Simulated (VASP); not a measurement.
Write the native input for VASP 6.6.1 that does the following.

```yaml
Task: single point
Functional: PBE
Potentials_or_basis: VASP PAW PBE potentials, release 64 (Be, S)
Cutoff: 520 eV
k_mesh: 6 × 6 × 6
Occupations: gaussian, width 0.01 eV
Spin: no spin polarisation
Dipole_correction: no
Further_INCAR_settings: ALGO = Normal; EDIFF = 1e-07; NBANDS = 11
```

The structure of BeS lies in POSCAR:

```
BeS
1.0
    0.0000000000      2.4343066372      2.4343066372
    2.4343066372      0.0000000000      2.4343066372
    2.4343066372      2.4343066372      0.0000000000
Be S
1 1
Direct
    0.0000000000      0.0000000000      0.0000000000
    0.2500000000      0.2500000000      0.2500000000
```

One way to write it, as run:

INCAR

```
PREC = Accurate
ENCUT = 520
EDIFF = 1E-7
ISMEAR = 0
SIGMA = 0.01
LREAL = False
LASPH = True
NELM = 60
ALGO = Normal
ISIF = 2
LWAVE = False
LCHARG = False
GGA = PE
NBANDS = 11
```

KPOINTS

```
Automatic mesh
0
Gamma
  6 6 6
```

Potentials or basis: VASP PAW PBE potentials, release 64 (Be, S).

Launch:

```sh
$ cat potpaw_PBE.64/Be/POTCAR potpaw_PBE.64/S/POTCAR > POTCAR
$ mpirun -np 1 vasp_std > vasp.out
```

Results of the run:

```json
{"Pressure": "0.5 GPa", "Band gap on the k mesh": "3.14 eV, indirect (least direct gap 5.67 eV)"}
```

Wall time 14 s on 1 thread of Intel(R) Xeon(R) Platinum 8259CL CPU @ 2.50GHz (Skylake/Cascade Lake), with other jobs on the host, peak memory 0.14 GiB.
